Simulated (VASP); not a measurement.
The system is Ge3P2.

```
Ge P
1.0
     3.99238    0.00000    0.00000
    -1.99619    3.45750    0.00000
     0.00000    0.00000    6.21150
Ge P
3 2
Direct
  0.00000 0.00000 0.00000
  0.33333 0.66667 0.64500
  0.66667 0.33333 0.35500
  0.33333 0.66667 0.24500
  0.66667 0.33333 0.75500
```

| Item | Value |
| --- | --- |
| Program | VASP 6.6.1 |
| Task | relaxation of cell and atoms |
| Functional | PBE |
| Potentials or basis | VASP PAW PBE potentials, release 64 (Ge_d, P) |
| Cutoff | 600 eV |
| k mesh | 6 × 6 × 4 |
| Occupations | gaussian, width 0.1 eV |
| Spin | no spin polarisation |

At the start: pressure 14.6 GPa; volume 17.15 Å³/atom.

Q: Where does the relaxation end?

A: Over 16 steps the energy falls by 220.5 meV/atom and the volume is 19.45 Å³/atom (+13.5 %); space group P-3m1 (No. 164, to 0.1 Å) before and after.

Step by step:
```csv
step,energy change (eV),largest force (eV/Å),pressure (GPa),volume (Å³)
1,0.0000,1.1642,14.64,85.74
2,-0.7675,0.1088,-2.01,106.68
3,-0.7864,0.2359,-0.36,103.42
4,-0.8065,0.1812,-0.43,103.00
5,-0.8694,0.1356,-0.44,101.70
6,-0.9553,0.3134,0.14,98.79
7,-0.9578,0.3895,0.37,98.06
8,-0.9825,0.4195,-0.04,98.25
9,-0.9690,0.4866,-0.81,98.60
10,-0.9956,0.4599,-0.41,98.42
11,-1.0311,0.3443,-0.31,97.83
12,-1.0844,0.2213,0.75,96.05
13,-1.0871,0.2139,1.00,95.59
14,-1.0986,0.0925,-0.73,98.10
15,-1.0993,0.1143,-0.41,97.63
16,-1.1023,0.0182,-0.17,97.27
```

Final structure:
```
Ge P
1.0
     4.53285    0.00000    0.00000
    -2.26642    3.92556    0.00000
     0.00000    0.00000    5.46667
Ge P
3 2
Direct
  0.00000 0.00000 0.00000
  0.33333 0.66667 0.70482
  0.66667 0.33333 0.29518
  0.33333 0.66667 0.23032
  0.66667 0.33333 0.76968
```
